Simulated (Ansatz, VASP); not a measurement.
## Al2Cu: VASP beside Ansatz

```
CELL_PARAMETERS angstrom
-2.87665 2.87665 2.48620
2.87665 -2.87665 2.48620
2.87665 2.87665 -2.48620
ATOMIC_POSITIONS crystal
Al 0.15932 0.65932 0.81864
Al 0.65932 0.84068 0.50000
Al 0.84068 0.34068 0.18136
Al 0.34068 0.15932 0.50000
Cu 0.75000 0.75000 0.00000
Cu 0.25000 0.25000 0.00000
```

Alike in both runs: task single point; functional PBEsol; k mesh 10 × 10 × 10; occupations gaussian, width 0.15 eV; no spin polarisation.

|  | VASP | Ansatz |
| --- | --- | --- |
| version | VASP 6.6.1 | Ansatz 0.2.0 |
| potentials or method | VASP PAW PBE potentials, release 64 (Al, Cu), cutoff 520 eV | scalar-relativistic, plane waves, PAW |
| valence electrons in the cell | 34 | 50 |

|  | VASP | Ansatz | Ansatz less VASP |
| --- | --- | --- | --- |
| gap on the k mesh at the Fermi level (eV) | none | none | - |
| pressure (GPa) | 7.2 | 6.9 | -0.25 |
| traceless stress, the component that is largest in VASP (GPa) | -6.54 | -6.61 | -0.064 |
| rms of the force components (eV/Å) | 0.106 | 0.107 | +0.0002 |

VASP's potentials were made for PBE, not for PBEsol, and Ansatz warns of the same on its side. Atom by atom the forces differ by 0.000 eV/Å (rms over components). A gap of «none» marks a metal or a gap that the smearing closes. The functional is the same, so the differences come from potentials, cutoffs and numerics. VASP's potentials hold 34 valence electrons a cell and Ansatz's 50, so a difference there can come from the potentials and not from the codes.
